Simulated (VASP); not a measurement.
# ZrB (Fm-3m) in VASP: further runs

ZrB is run at these levels: r2SCAN; tasks: single point.

Everything below comes from runs of VASP 6.6.1. Logs are shortened: lines on timing, memory, paths and dates and some standing lists are left out, and cuts for length are marked.

### Step 1. The cell of the first run

The structure is cubic, space group Fm-3m (No. 225). Conventional cell: a = 4.650 Å, b = 4.650 Å, c = 4.650 Å, α = 90.00°, β = 90.00°, γ = 90.00°. Zr (site symmetry m-3m) has 6 B at 2.33 Å within 3.1 Å. Within 3.1 Å of B (site symmetry m-3m) lie 6 Zr at 2.33 Å.

### Step 2. Single point, r2SCAN

Input file POSCAR:

```
ZrB
1.0
    0.0000000000      2.3250000000      2.3250000000
    2.3250000000      0.0000000000      2.3250000000
    2.3250000000      2.3250000000      0.0000000000
Zr B
1 1
Direct
    0.0000000000      0.0000000000      0.0000000000
    0.5000000000      0.5000000000      0.5000000000
```

Input file INCAR.step1:

```
PREC = Accurate ; ENCUT = 520
ISMEAR = -1 ; SIGMA = 0.05
LREAL = F ; LASPH = T
NELM = 80 ; NBANDS = 14
GGA = PE ; ALGO = Normal
EDIFF = 1E-4 ; LWAVE = T
LCHARG = F
```

Input file INCAR.step2:

```
PREC = Accurate ; ENCUT = 520
EDIFF = 1E-6 ; ISMEAR = -1
SIGMA = 0.05 ; LREAL = F
LASPH = T ; NELM = 80
ALGO = Normal ; ISIF = 2
LWAVE = F ; LCHARG = F
METAGGA = R2SCAN ; LMIXTAU = T
NBANDS = 14 ; ISTART = 1
```

Input file KPOINTS:

```
Automatic mesh
0
Gamma
  10 10 10
```

Potentials or basis: VASP PAW PBE potentials, release 64 (Zr_sv, B).

The run is started by

```
> cat potpaw_PBE.64/Zr_sv/POTCAR potpaw_PBE.64/B/POTCAR > POTCAR
> cp INCAR.step1 INCAR
> mpirun -np 1 vasp_std > vasp.out
> cp INCAR.step2 INCAR
> mpirun -np 1 vasp_std > vasp.out
```

OUTCAR:

```text
PREC = Accurate
   ENCUT = 520
   EDIFF = 1E-6
   ISMEAR = -1
   LREAL = F
   LASPH = T
   NELM = 80
   ISIF = 2
   METAGGA = R2SCAN
   ISTART = 1

 ion  position               nearest neighbor table
   1  0.000  0.000  0.000-   2 2.33   2 2.33   2 2.33   2 2.33   2 2.33   2 2.33
   2  0.500  0.500  0.500-   1 2.33   1 2.33   1 2.33   1 2.33   1 2.33   1 2.33

  LATTYP: Found a face centered cubic cell.
 ALAT       =     4.6500000000

  Lattice vectors:

 A1 = (   0.0000000000,   2.3250000000,   2.3250000000)
 A2 = (   2.3250000000,   0.0000000000,   2.3250000000)
 A3 = (   2.3250000000,   2.3250000000,   0.0000000000)

Analysis of symmetry for initial positions (statically):
=====================================================================
 Subroutine PRICEL returns:
 Original cell was already a primitive cell.

 Routine SETGRP: Setting up the symmetry group for a
 face centered cubic supercell.

 Subroutine GETGRP returns: Found 48 space group operations
 (whereof 48 operations were pure point group operations)
 out of a pool of 48 trial point group operations.

The static configuration has the point symmetry O_h .

Analysis of symmetry for dynamics (positions and initial velocities):
=====================================================================
 Subroutine PRICEL returns:
 Original cell was already a primitive cell.

 Routine SETGRP: Setting up the symmetry group for a
 face centered cubic supercell.

 Subroutine GETGRP returns: Found 48 space group operations
 (whereof 48 operations were pure point group operations)
 out of a pool of 48 trial point group operations.

The dynamic configuration has the point symmetry O_h .

 Subroutine INISYM returns: Found 48 space group operations
 (whereof 48 operations are pure point group operations),
 and found     1 'primitive' translations

----------------------------------------------------------------------------------------

                                     Primitive cell

  volume of cell :      25.1362

  direct lattice vectors                    reciprocal lattice vectors
     0.000000000  2.325000000  2.325000000    -0.215053763  0.215053763  0.215053763
     2.325000000  0.000000000  2.325000000     0.215053763 -0.215053763  0.215053763
     2.325000000  2.325000000  0.000000000     0.215053763  0.215053763 -0.215053763

  length of vectors
     3.288046533  3.288046533  3.288046533     0.372484045  0.372484045  0.372484045

  position of ions in fractional coordinates (direct lattice)
     0.000000000  0.000000000  0.000000000
     0.500000000  0.500000000  0.500000000

  ion indices of the primitive-cell ions
   primitive index   ion index
                 1           1
                 2           2

----------------------------------------------------------------------------------------

 KPOINTS: Automatic mesh

Automatic generation of k-mesh.
 Grid dimensions read from file:
 generate k-points for:   10   10   10

 Generating k-lattice:

  Cartesian coordinates                     Fractional coordinates (reciprocal lattice)
    -0.021505376  0.021505376  0.021505376     0.100000000  0.000000000  0.000000000
     0.021505376 -0.021505376  0.021505376     0.000000000  0.100000000  0.000000000
     0.021505376  0.021505376 -0.021505376     0.000000000  0.000000000  0.100000000

  Length of vectors
     0.037248404  0.037248404  0.037248404

  Shift w.r.t. Gamma in fractional coordinates (k-lattice)
     0.000000000  0.000000000  0.000000000

 Subroutine IBZKPT returns following result:
 ===========================================

 Found     47 irreducible k-points:

 Following reciprocal coordinates:
            Coordinates               Weight
  0.000000  0.000000  0.000000      1.000000
  0.100000  0.000000  0.000000      8.000000
  0.200000  0.000000  0.000000      8.000000
  0.300000  0.000000  0.000000      8.000000
  0.400000  0.000000  0.000000      8.000000
  0.500000  0.000000  0.000000      4.000000
[... 16 lines left out ...]
  0.300000  0.300000  0.000000      6.000000
  0.400000  0.300000  0.000000     24.000000
 [... further k-points ...]
   k-points           NKPTS =     47   k-points in BZ     NKDIM =     47   number of bands    NBANDS=     14
   number of dos      NEDOS =    301   number of ions     NIONS =      2
   total plane-waves  NPLWV =  13824
   dimension x,y,z NGX =    24 NGY =   24 NGZ =   24
   dimension x,y,z NGXF=    48 NGYF=   48 NGZF=   48
   ions per type =               1   1
   NGX,Y,Z   is equivalent  to a cutoff of  12.13, 12.13, 12.13 a.u.
   NGXF,Y,Z  is equivalent  to a cutoff of  24.27, 24.27, 24.27 a.u.
 SYSTEM =  unknown system
   PREC   = accura    normal or accurate (medium, high low for compatibility)
   ISTART =      1    job   : 0-new  1-cont  2-samecut
   ICHARG =      0    charge: 1-file 2-atom 10-const
   ISPIN  =      1    spin polarized calculation?
   LNONCOLLINEAR =      F non collinear calculations
   LSORBIT =      F    spin-orbit coupling
   LASPH  =      T    aspherical Exc in radial PAW
   ENCUT  =  520.0 eV  38.22 Ry    6.18 a.u.   6.11  6.11  6.11*2*pi/ulx,y,z
   NELM   =     80;   NELMIN=  2; NELMDL=  0     # of ELM steps
   EDIFF  = 0.1E-05   stopping-criterion for ELM
   LREAL  =      F    real-space projection
   EDIFFG = 0.1E-04   stopping-criterion for IOM
   NSW    =      0    number of steps for IOM
   IBRION =     -1    ionic relax: 0-MD 1-quasi-New 2-CG
   NFREE  =      0    steps in history (QN), initial steepest desc. (CG)
   ISIF   =      2    stress and relaxation
   ISYM   =      2    0-nonsym 1-usesym 2-fastsym
   POTIM  = 0.5000    time-step for ionic-motion
   TEBEG  =    0.0;   TEEND  =   0.0 temperature during run
   PSTRESS=    0.0 pullay stress
   NELECT =      15.0000    total number of electrons
   NUPDOWN=      -1.0000    fix difference up-down
   EMIN   =  10.00;   EMAX   =-10.00  energy-range for DOS
   EFERMI =   0.00;   METHOD = LEGACY
   ISMEAR =    -1;   SIGMA  =   0.05  broadening in eV -4-tet -1-fermi 0-gaus
   EFERMI_NEDOS =   21; number of points for ismear=-14 and -15
   IALGO  =     38    algorithm
   IMIX   =      4    mixing-type and parameters
     AMIX     =   0.40;   BMIX     =  1.00
     AMIX_MAG =   1.60;   BMIX_MAG =  1.00
  volume/ion in A,a.u.               =      12.57        84.81
  Fermi-wavevector in a.u.,A,eV,Ry     =   1.378285  2.604581 25.846565  1.899669
  Thomas-Fermi vector in A             =   2.503360
   LORBIT       =      0    0 simple, 1 ext, 2 COOP (PROOUT), +10 PAW based schemes
   METAGGA = R2SCAN    functional components
   LHFCALC =     F    Hartree Fock is set to
   AEXX    =    0.0000 exact exchange contribution
   IVDW    =     0    specifies the selected vdW correction
   LEPSILON=     F    determine dielectric tensor
   LRPA    =     F    only Hartree local field effects (RPA)
 non-spin polarized calculation
  energy-cutoff  :      520.00
  volume of cell :       25.14
 maximum number of plane-waves:       700
   NGX = 13   NGY = 13   NGZ = 13

 number of electron      15.0000000 magnetization

 Free energy of the ion-electron system (eV)
  ---------------------------------------------------
  ext. energy  EPLUGINS =         0.00000000
  ---------------------------------------------------
  free energy    TOTEN  =       -30.53029302 eV

  energy without entropy =      -30.52091871  energy(sigma->0) =      -30.52560586

 E-fermi :   9.0149     XC(G=0): -13.1437

 val. band max:        8.9966179307   @ k =  -0.2000   0.1000   0.0000
 cond. band min:       9.0279339465   @ k =   0.3000   0.2000   0.1000
 fundamental gap:      0.0313160158
 Fermi energy:         9.0148676675

 k-point     1 :       0.0000    0.0000    0.0000
  band No.  band energies     occupation
      1     -39.3914      2.00000
      2     -16.4228      2.00000
      3     -16.4228      2.00000
      4     -16.4228      2.00000
      5       0.0885      2.00000
      6      11.1919      0.00000
      7      11.1919      0.00000
      8      11.1919      0.00000
      9      12.8889      0.00000
     10      12.8889      0.00000
     11      13.0099      0.00000
     12      13.0100      0.00000
     13      13.0100      0.00000
     14      20.6491      0.00000

 k-point     2 :       0.1000    0.0000    0.0000
  band No.  band energies     occupation
      1     -39.3791      2.00000
      2     -16.5273      2.00000
      3     -16.4319      2.00000
      4     -16.4319      2.00000
      5       0.3747      2.00000
      6      10.3260      0.00000
      7      10.7795      0.00000
      8      10.7795      0.00000
      9      11.8122      0.00000
     10      11.8122      0.00000
     11      13.4353      0.00000
     12      15.0636      0.00000
     13      15.0636      0.00000
     14      21.3468      0.00000

 k-point     3 :       0.2000    0.0000    0.0000
  band No.  band energies     occupation
      1     -39.3468      2.00000
      2     -16.7922      2.00000
      3     -16.4557      2.00000
      4     -16.4557      2.00000
      5       1.1633      2.00000
      6       8.8450      1.93524
      7       9.4414      0.00039
      8       9.4414      0.00039
      9      12.4004      0.00000
     10      12.4004      0.00000
     11      13.9422      0.00000
     12      17.4427      0.00000
     13      17.4427      0.00000
     14      22.7988      0.00000
[... 324 lines left out ...]
 k-point    23 :       0.3000    0.3000    0.0000
  band No.  band energies     occupation
      1     -39.2780      2.00000
      2     -17.0365      2.00000
      3     -16.6509      2.00000
      4     -16.6509      2.00000
      5       2.1607      2.00000
      6       7.0559      2.00000
      7       8.7817      1.98132
      8      10.8401      0.00000
      9      10.8401      0.00000
     10      13.9893      0.00000
     11      16.6005      0.00000
     12      16.6005      0.00000
     13      20.5599      0.00000
     14      25.7602      0.00000

 k-point    24 :       0.4000    0.3000    0.0000
  band No.  band energies     occupation
      1     -39.2518      2.00000
      2     -17.1645      2.00000
      3     -16.7186      2.00000
      4     -16.6865      2.00000
      5       2.3818      2.00000
      6       7.2120      2.00000
      7       8.2959      2.00000
      8      10.4449      0.00000
      9      11.3290      0.00000
     10      14.9165      0.00000
     11      16.7063      0.00000
     12      16.9420      0.00000
     13      21.2004      0.00000
     14      24.2225      0.00000

 [... further k-points ...]
[... 5 lines left out ...]
  --------------------------------------------------------------------------------------
  -------------------------------------------------------------------------------------
  Total        5.7413291      5.7413291      5.7413291      0.0000000      0.0000000      0.0000000
  in kB      365.9520291    365.9520291    365.9520291      0.0000000      0.0000000      0.0000000
  external PRESSURE =     365.9520291 kB  Pullay stress =       0.0000000 kB

 VOLUME and BASIS-vectors are now :
 -----------------------------------------------------------------------------
  energy-cutoff  :      520.00
  volume of cell :       25.14
      direct lattice vectors                 reciprocal lattice vectors
     0.000000000  2.325000000  2.325000000    -0.215053763  0.215053763  0.215053763
     2.325000000  0.000000000  2.325000000     0.215053763 -0.215053763  0.215053763
     2.325000000  2.325000000  0.000000000     0.215053763  0.215053763 -0.215053763

 POSITION                                       TOTAL-FORCE (eV/Angst)
 -----------------------------------------------------------------------------------
      0.00000      0.00000      0.00000        -0.000000      0.000000     -0.000000
      2.32500      2.32500      2.32500         0.000000      0.000000      0.000000
 -----------------------------------------------------------------------------------
    total drift:                                0.000000     -0.000000     -0.000000

  FREE ENERGIE OF THE ION-ELECTRON SYSTEM (eV)
  ---------------------------------------------------
  free  energy   TOTEN  =       -30.5302930219 eV

  energy  without entropy=      -30.5209187079  energy(sigma->0) =      -30.52560586
```

Run time: 1.7 min. Hardware: 1 thread of AMD EPYC 7R13, shared host; peak memory 0.12 GiB.

What came out:

| Property | Result |
| --- | --- |
| Free energy | -30.5303 eV |
| Pressure | 36.6 GPa |

Levels at points of the mesh, in eV from the Fermi level:
| k point | band 6 | band 7 | band 8 | band 9 | band 10 | band 11 |
| --- | --- | --- | --- | --- | --- | --- |
| (0.00, 0.00, 0.00) | 2.18 | 2.18 | 2.18 | 3.87 | 3.87 | 4.00 |
| (0.50, 0.00, 0.00) | -4.05 | -1.50 | -1.50 | 6.17 | 6.17 | 7.87 |
| (0.50, 0.50, 0.00) | -1.08 | -0.43 | 2.64 | 2.64 | 5.69 | 7.38 |

Caveat: the PAW data sets were made with another functional, which shifts forces and pressure a little.

(Continued in part 2 of 2.)
